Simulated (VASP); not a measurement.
# B: single point with PBE0

The system is B.

```
B
1.0
     1.91005    0.00000    0.00000
     0.00000    1.91005    0.00000
     0.00000    0.00000    1.91005
B
1
Direct
  0.50000 0.50000 0.50000
```

```
Program             : VASP 6.6.1
Task                : single point
Functional          : PBE0
Potentials or basis : VASP PAW PBE potentials, release 64 (B)
Cutoff              : 520 eV
k mesh              : 7 × 7 × 7
Occupations         : fermi-dirac, width 0.05 eV
Spin                : no spin polarisation
```

```yaml
Pressure: -13.7 GPa
```

Levels at points of the mesh, in eV from the Fermi level:
```
           k point  band 1  band 2  band 3  band 4
(0.00, 0.00, 0.00)  -17.69   15.34   15.34   15.34
```

Run time: 110 s on 1 thread of AMD EPYC 7R13, on a shared host, peak memory 0.08 GiB.

Caveat: the k points lie up to 0.47 Å⁻¹ apart; the PAW data sets were made with another functional, which shifts forces and pressure a little.
